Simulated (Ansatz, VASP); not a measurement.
One calculation of Rh, two programs

Contents of INCAR:

```
SYSTEM = Rh
PREC = Accurate
ENCUT = 520
EDIFF = 1E-6
ISMEAR = 0
SIGMA = 0.15
LREAL = .FALSE.
LASPH = .TRUE.
NELM = 100
ALGO = Fast
ISIF = 2
LWAVE = .FALSE.
LCHARG = .FALSE.
GGA = PS
NBANDS = 14
```

Contents of KPOINTS:

```
regular mesh
0
G
  30 30 30
  0 0 0
```

Contents of POSCAR:

```
Rh
1.0
    0.0000000000      2.1818416747      1.4181970886
    2.1818416747      0.0000000000      1.4181970886
    2.1818416747      2.1818416747      0.0000000000
Rh
1
Direct
    0.0000000000      0.0000000000      0.0000000000
```

Input for Ansatz:

```yaml
crystal:
  lattice:
    - [0.0, 2.1818416747, 1.4181970886]
    - [2.1818416747, 0.0, 1.4181970886]
    - [2.1818416747, 2.1818416747, 0.0]
  atoms:
    - { symbol: Rh, position: [0.0, 0.0, 0.0] }
basis:
  ecutwfc: 420
kpoints:
  mp_grid: { grid: [30, 30, 30] }
hamiltonian:
  xc: pbesol
scf:
  occupations: { method: gaussian, width: 0.15 }
output:
  forces: true
  stress: true
  eigenvalues: true
```

Alike in both runs: task single point; functional PBEsol; k mesh 30 × 30 × 30; occupations gaussian, width 0.15 eV; no spin polarisation.

|  | VASP | Ansatz |
| --- | --- | --- |
| version | VASP 6.6.1 | Ansatz 0.2.0 |
| potentials or method | VASP PAW PBE potentials, release 64 (Rh_pv), cutoff 520 eV | scalar-relativistic, plane waves, PAW |
| valence electrons in the cell | 15 | 17 |

|  | VASP | Ansatz | Ansatz less VASP |
| --- | --- | --- | --- |
| gap on the k mesh at the Fermi level (eV) | none | none | - |
| pressure (GPa) | 6.9 | 7.1 | +0.22 |
| traceless stress, the component that is largest in VASP (GPa) | -13.31 | -13.45 | -0.139 |

VASP's potentials were made for PBE, not for PBEsol. A gap of «none» marks a metal or a gap that the smearing closes. VASP's potentials hold 15 valence electrons a cell and Ansatz's 17, so a difference there can come from the potentials and not from the codes.
